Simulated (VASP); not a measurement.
# BP (ae) (F-43m) in VASP: further runs

Runs on BP (ae). Level: PBE. Tasks: single point.

Program: VASP 6.6.1. These are calculated values, not measurements. Logs are shortened: lines on timing, memory, paths and dates and some standing lists are left out, and cuts for length are marked.

## (1) The cell of the first run

It takes space group F-43m (No. 216, cubic). The conventional cell has a = 4.455 Å, b = 4.455 Å, c = 4.455 Å, α = 90.00°, β = 90.00°, γ = 90.00°. B (site symmetry -43m) has 4 P at 1.93 Å within 2.6 Å. Within 2.6 Å of P (site symmetry -43m) lie 4 B at 1.93 Å.

## (2) Single point, PBE (volume scaled by 0.94)

File INCAR:

```
PREC     = Accurate       # precision mode
ENCUT    = 500            # plane-wave cutoff, eV
EDIFF    = 1E-6           # SCF threshold, eV
ISMEAR   = 0              # smearing method
SIGMA    = 0.02           # smearing width, eV
LREAL    = F              # projectors in reciprocal space
LASPH    = T              # aspherical terms in the spheres
NELM     = 120            # most SCF steps
ALGO     = Normal         # electronic algorithm
ISIF     = 2              # what is computed and relaxed
LWAVE    = F              # write WAVECAR
LCHARG   = F              # write CHGCAR
GGA      = PE             # functional
NBANDS   = 11             # bands
GGA_COMPAT= F
```

File KPOINTS:

```
regular mesh
0
Gamma
  10 10 10
```

File POSCAR:

```
BP
1.0
    0.0000000000      2.2276512419      2.2276512419
    2.2276512419      0.0000000000      2.2276512419
    2.2276512419      2.2276512419      0.0000000000
B P
1 1
Direct
    0.0000000000      0.0000000000      0.0000000000
    0.2500000000      0.2500000000      0.2500000000
```

Potentials or basis: VASP PAW PBE potentials, release 64 (B, P).

The run is started by

```console
cat potpaw_PBE.64/B/POTCAR potpaw_PBE.64/P/POTCAR > POTCAR
mpirun -np 1 vasp_std > vasp.out
```

OUTCAR:

```text
PREC = Accurate
   ENCUT = 500
   EDIFF = 1E-6
   ISMEAR = 0
   LREAL = F
   LASPH = T
   NELM = 120
   ISIF = 2
   GGA = PE

 ion  position               nearest neighbor table
   1  0.000  0.000  0.000-   2 1.93   2 1.93   2 1.93   2 1.93
   2  0.250  0.250  0.250-   1 1.93   1 1.93   1 1.93   1 1.93

  LATTYP: Found a face centered cubic cell.
 ALAT       =     4.4553024838

  Lattice vectors:

 A1 = (   0.0000000000,   2.2276512419,   2.2276512419)
 A2 = (   2.2276512419,   0.0000000000,   2.2276512419)
 A3 = (   2.2276512419,   2.2276512419,   0.0000000000)

Analysis of symmetry for initial positions (statically):
=====================================================================
 Subroutine PRICEL returns:
 Original cell was already a primitive cell.

 Routine SETGRP: Setting up the symmetry group for a
 face centered cubic supercell.

 Subroutine GETGRP returns: Found 24 space group operations
 (whereof 24 operations were pure point group operations)
 out of a pool of 48 trial point group operations.

The static configuration has the point symmetry T_d .

Analysis of symmetry for dynamics (positions and initial velocities):
=====================================================================
 Subroutine PRICEL returns:
 Original cell was already a primitive cell.

 Routine SETGRP: Setting up the symmetry group for a
 face centered cubic supercell.

 Subroutine GETGRP returns: Found 24 space group operations
 (whereof 24 operations were pure point group operations)
 out of a pool of 48 trial point group operations.

The dynamic configuration has the point symmetry T_d .

 Subroutine INISYM returns: Found 24 space group operations
 (whereof 24 operations are pure point group operations),
 and found     1 'primitive' translations

----------------------------------------------------------------------------------------

                                     Primitive cell

  volume of cell :      22.1091

  direct lattice vectors                    reciprocal lattice vectors
     0.000000000  2.227651242  2.227651242    -0.224451651  0.224451651  0.224451651
     2.227651242  0.000000000  2.227651242     0.224451651 -0.224451651  0.224451651
     2.227651242  2.227651242  0.000000000     0.224451651  0.224451651 -0.224451651

  length of vectors
     3.150374599  3.150374599  3.150374599     0.388761664  0.388761664  0.388761664

  position of ions in fractional coordinates (direct lattice)
     0.000000000  0.000000000  0.000000000
     0.250000000  0.250000000  0.250000000

  ion indices of the primitive-cell ions
   primitive index   ion index
                 1           1
                 2           2

----------------------------------------------------------------------------------------

 KPOINTS: regular mesh

Automatic generation of k-mesh.
 Grid dimensions read from file:
 generate k-points for:   10   10   10

 Generating k-lattice:

  Cartesian coordinates                     Fractional coordinates (reciprocal lattice)
    -0.022445165  0.022445165  0.022445165     0.100000000  0.000000000  0.000000000
     0.022445165 -0.022445165  0.022445165     0.000000000  0.100000000  0.000000000
     0.022445165  0.022445165 -0.022445165     0.000000000  0.000000000  0.100000000

  Length of vectors
     0.038876166  0.038876166  0.038876166

  Shift w.r.t. Gamma in fractional coordinates (k-lattice)
     0.000000000  0.000000000  0.000000000

 Subroutine IBZKPT returns following result:
 ===========================================

 Found     47 irreducible k-points:

 Following reciprocal coordinates:
            Coordinates               Weight
  0.000000  0.000000  0.000000      1.000000
  0.100000  0.000000  0.000000      8.000000
  0.200000  0.000000  0.000000      8.000000
  0.300000  0.000000  0.000000      8.000000
  0.400000  0.000000  0.000000      8.000000
  0.500000  0.000000  0.000000      4.000000
[... 16 lines left out ...]
  0.300000  0.300000  0.000000      6.000000
  0.400000  0.300000  0.000000     24.000000
 [... further k-points ...]
   k-points           NKPTS =     47   k-points in BZ     NKDIM =     47   number of bands    NBANDS=     11
   number of dos      NEDOS =    301   number of ions     NIONS =      2
   total plane-waves  NPLWV =  13824
   dimension x,y,z NGX =    24 NGY =   24 NGZ =   24
   dimension x,y,z NGXF=    48 NGYF=   48 NGZF=   48
   ions per type =               1   1
   NGX,Y,Z   is equivalent  to a cutoff of  12.66, 12.66, 12.66 a.u.
   NGXF,Y,Z  is equivalent  to a cutoff of  25.33, 25.33, 25.33 a.u.
 SYSTEM =  unknown system
   PREC   = accura    normal or accurate (medium, high low for compatibility)
   ISTART =      0    job   : 0-new  1-cont  2-samecut
   ICHARG =      2    charge: 1-file 2-atom 10-const
   ISPIN  =      1    spin polarized calculation?
   LNONCOLLINEAR =      F non collinear calculations
   LSORBIT =      F    spin-orbit coupling
   LASPH  =      T    aspherical Exc in radial PAW
   ENCUT  =  500.0 eV  36.75 Ry    6.06 a.u.   5.74  5.74  5.74*2*pi/ulx,y,z
   NELM   =    120;   NELMIN=  2; NELMDL= -5     # of ELM steps
   EDIFF  = 0.1E-05   stopping-criterion for ELM
   LREAL  =      F    real-space projection
   EDIFFG = 0.1E-04   stopping-criterion for IOM
   NSW    =      0    number of steps for IOM
   IBRION =     -1    ionic relax: 0-MD 1-quasi-New 2-CG
   NFREE  =      0    steps in history (QN), initial steepest desc. (CG)
   ISIF   =      2    stress and relaxation
   ISYM   =      2    0-nonsym 1-usesym 2-fastsym
   POTIM  = 0.5000    time-step for ionic-motion
   TEBEG  =    0.0;   TEEND  =   0.0 temperature during run
   PSTRESS=    0.0 pullay stress
   NELECT =       8.0000    total number of electrons
   NUPDOWN=      -1.0000    fix difference up-down
   EMIN   =  10.00;   EMAX   =-10.00  energy-range for DOS
   EFERMI =   0.00;   METHOD = LEGACY
   ISMEAR =     0;   SIGMA  =   0.02  broadening in eV -4-tet -1-fermi 0-gaus
   EFERMI_NEDOS =   21; number of points for ismear=-14 and -15
   IALGO  =     38    algorithm
   IMIX   =      4    mixing-type and parameters
     AMIX     =   0.40;   BMIX     =  1.00
     AMIX_MAG =   1.60;   BMIX_MAG =  1.00
  volume/ion in A,a.u.               =      11.05        74.60
  Fermi-wavevector in a.u.,A,eV,Ry     =   1.166579  2.204515 18.516270  1.360907
  Thomas-Fermi vector in A             =   2.303091
   LORBIT       =      0    0 simple, 1 ext, 2 COOP (PROOUT), +10 PAW based schemes
   GGA     = PE    functional components
   LHFCALC =     F    Hartree Fock is set to
   AEXX    =    0.0000 exact exchange contribution
   IVDW    =     0    specifies the selected vdW correction
   LEPSILON=     F    determine dielectric tensor
   LRPA    =     F    only Hartree local field effects (RPA)
 non-spin polarized calculation
 Gauss-broadening in eV      SIGMA  =   0.02
  energy-cutoff  :      500.00
  volume of cell :       22.11
 maximum number of plane-waves:       571
   NGX = 11   NGY = 11   NGZ = 11

 number of electron       8.0000001 magnetization

 Free energy of the ion-electron system (eV)
  ---------------------------------------------------
  ext. energy  EPLUGINS =         0.00000000
  ---------------------------------------------------
  free energy    TOTEN  =       -12.88465809 eV

  energy without entropy =      -12.88465809  energy(sigma->0) =      -12.88465809

 E-fermi :   8.1943     XC(G=0): -11.1462

 val. band max:        8.0979811709   @ k =   0.0000   0.0000   0.0000
 cond. band min:       9.2604158999   @ k =   0.4000   0.4000   0.0000
 fundamental gap:      1.1624347290
 Fermi energy:         8.1943347250

 k-point     1 :       0.0000    0.0000    0.0000
  band No.  band energies     occupation
      1      -7.8632      2.00000
      2       8.0980      2.00000
      3       8.0980      2.00000
      4       8.0980      2.00000
      5      11.5862      0.00000
      6      11.5862      0.00000
      7      11.5862      0.00000
      8      16.3263      0.00000
      9      19.9975      0.00000
     10      20.3881      0.00000
     11      20.3881      0.00000

 k-point     2 :       0.1000    0.0000    0.0000
  band No.  band energies     occupation
      1      -7.6747      2.00000
      2       6.7555      2.00000
      3       7.7891      2.00000
      4       7.7891      2.00000
      5      12.0144      0.00000
      6      12.0144      0.00000
      7      12.0765      0.00000
      8      16.7875      0.00000
      9      19.6674      0.00000
     10      19.6674      0.00000
     11      20.5978      0.00000

 k-point     3 :       0.2000    0.0000    0.0000
  band No.  band energies     occupation
      1      -7.1157      2.00000
      2       4.3309      2.00000
      3       7.2071      2.00000
      4       7.2071      2.00000
      5      12.3697      0.00000
      6      12.7544      0.00000
      7      12.7544      0.00000
      8      17.7873      0.00000
      9      19.0452      0.00000
     10      19.0452      0.00000
     11      21.4828      0.00000

 k-point     4 :       0.3000    0.0000    0.0000
  band No.  band energies     occupation
      1      -6.2142      2.00000
      2       1.8752      2.00000
      3       6.7012      2.00000
      4       6.7012      2.00000
      5      12.3360      0.00000
      6      13.0533      0.00000
      7      13.0533      0.00000
      8      18.4549      0.00000
      9      19.6851      0.00000
     10      19.6851      0.00000
     11      21.8411      0.00000
[... 239 lines left out ...]
 k-point    22 :      -0.2000    0.2000    0.0000
  band No.  band energies     occupation
      1      -5.9087      2.00000
      2       2.7161      2.00000
      3       3.7100      2.00000
      4       6.8097      2.00000
      5      12.7060      0.00000
      6      13.5637      0.00000
      7      14.7310      0.00000
      8      16.8290      0.00000
      9      17.6455      0.00000
     10      22.1377      0.00000
     11      24.6557      0.00000

 k-point    23 :       0.3000    0.3000    0.0000
  band No.  band energies     occupation
      1      -5.6470      2.00000
      2       3.2121      2.00000
      3       4.7156      2.00000
      4       4.7156      2.00000
      5       9.5807      0.00000
      6      11.9771      0.00000
      7      17.3170      0.00000
      8      17.3170      0.00000
      9      21.8974      0.00000
     10      22.7366      0.00000
     11      25.3699      0.00000

 k-point    24 :       0.4000    0.3000    0.0000
  band No.  band energies     occupation
      1      -4.7765      2.00000
      2       1.8181      2.00000
      3       3.8420      2.00000
      4       4.4090      2.00000
      5       9.8656      0.00000
      6      11.7027      0.00000
      7      17.9396      0.00000
      8      17.9915      0.00000
      9      22.7573      0.00000
     10      23.6822      0.00000
     11      25.9749      0.00000

 [... further k-points ...]

------------------------ aborting loop because EDIFF is reached ----------------------------------------

  FORCE on cell =-STRESS in cart. coord.  units (eV):
  Direction    XX          YY          ZZ          XY          YZ          ZX
  --------------------------------------------------------------------------------------
  -------------------------------------------------------------------------------------
  Total        1.5205483      1.5205483      1.5205483      0.0000000     -0.0000000     -0.0000000
  in kB      110.1892476    110.1892476    110.1892476      0.0000000     -0.0000000     -0.0000000
  external PRESSURE =     110.1892476 kB  Pullay stress =       0.0000000 kB

 VOLUME and BASIS-vectors are now :
 -----------------------------------------------------------------------------
  energy-cutoff  :      500.00
  volume of cell :       22.11
      direct lattice vectors                 reciprocal lattice vectors
     0.000000000  2.227651242  2.227651242    -0.224451651  0.224451651  0.224451651
     2.227651242  0.000000000  2.227651242     0.224451651 -0.224451651  0.224451651
     2.227651242  2.227651242  0.000000000     0.224451651  0.224451651 -0.224451651

 POSITION                                       TOTAL-FORCE (eV/Angst)
 -----------------------------------------------------------------------------------
      0.00000      0.00000      0.00000         0.000000      0.000000      0.000000
      1.11383      1.11383      1.11383        -0.000000     -0.000000     -0.000000
 -----------------------------------------------------------------------------------
    total drift:                                0.000000      0.000000      0.000000

  FREE ENERGIE OF THE ION-ELECTRON SYSTEM (eV)
  ---------------------------------------------------
  free  energy   TOTEN  =       -12.8846580893 eV

  energy  without entropy=      -12.8846580893  energy(sigma->0) =      -12.88465809
```

Run time: 10 s. Hardware: 1 thread of AMD EPYC 9R45 (Zen 5), shared host; peak memory 0.11 GiB.

Results:

* Free energy: -12.8847 eV
* Pressure: 11.0 GPa
* Band gap on the k mesh: 1.16 eV, indirect (least direct gap 3.49 eV)

 A k mesh can miss the band edges.

[end of part 1 of 2]
